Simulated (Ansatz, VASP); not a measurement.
**One calculation of ZnS, two programs**

INCAR

```
PREC     = Accurate       # precision mode
ENCUT    = 520            # plane-wave cutoff, eV
EDIFF    = 1E-7           # SCF threshold, eV
ISMEAR   = 0              # smearing method
SIGMA    = 0.05           # smearing width, eV
LREAL    = False          # projectors in reciprocal space
LASPH    = True           # aspherical terms in the spheres
NELM     = 100            # most SCF steps
ALGO     = Normal         # electronic algorithm
ISIF     = 2              # what is computed and relaxed
LWAVE    = False          # write WAVECAR
LCHARG   = False          # write CHGCAR
GGA      = PE             # functional
NBANDS   = 26             # bands
```

The input KPOINTS:

```
regular mesh
0
Gamma
  12 12 4
```

Contents of POSCAR:

```
ZnS
1.0
    3.8454929889      0.0000000000      0.0000000000
   -1.9227464944      3.3302946184      0.0000000000
    0.0000000000      0.0000000000      6.4156766375
Zn S
2 2
Direct
    0.3333333333      0.6666666667      0.0052197899
    0.6666666667      0.3333333333      0.5052197899
    0.3333333333      0.6666666667      0.3797802101
    0.6666666667      0.3333333333      0.8797802101
```

Input for Ansatz:

```yaml
crystal:
  lattice:
    - [3.8454929889, 0.0, 0.0]
    - [-1.9227464944, 3.3302946184, 0.0]
    - [0.0, 0.0, 6.4156766375]
  atoms:
    - { symbol: Zn, position: [0.3333333333, 0.6666666667, 0.0052197899] }
    - { symbol: Zn, position: [0.6666666667, 0.3333333333, 0.5052197899] }
    - { symbol: S, position: [0.3333333333, 0.6666666667, 0.3797802101] }
    - { symbol: S, position: [0.6666666667, 0.3333333333, 0.8797802101] }
basis:
  ecutwfc: 420
kpoints:
  mp_grid: { grid: [12, 12, 4] }
hamiltonian:
  xc: pbe
scf:
  occupations: { method: gaussian, width: 0.05 }
output:
  forces: true
  stress: true
  eigenvalues: true
```

Change from the starting cell: strain +0.0175 x Voigt [0, 0, 1, 0, 0, 0], atoms carried along.

Alike in both runs: task single point; functional PBE; k mesh 12 × 12 × 4; occupations gaussian, width 0.05 eV; no spin polarisation.

```csv
,VASP,Ansatz
version,VASP 6.6.1,Ansatz 0.2.0
potentials or method,"VASP PAW PBE potentials, release 64 (Zn, S), cutoff 520 eV","scalar-relativistic, plane waves, PAW"
valence electrons in the cell,36,36
```

```tsv
	VASP	Ansatz	Ansatz less VASP
gap on the k mesh at the Fermi level (eV)	1.97	1.97	-0.002
least direct gap on the mesh (eV)	1.97	1.97	-0.002
pressure (GPa)	-1.0	-1.1	-0.15
traceless stress, the component that is largest in VASP (GPa)	-1.39	-1.38	+0.009
rms of the force components (eV/Å)	0.045	0.043	-0.0013
```

Atom by atom the forces differ by 0.001 eV/Å (rms over components).
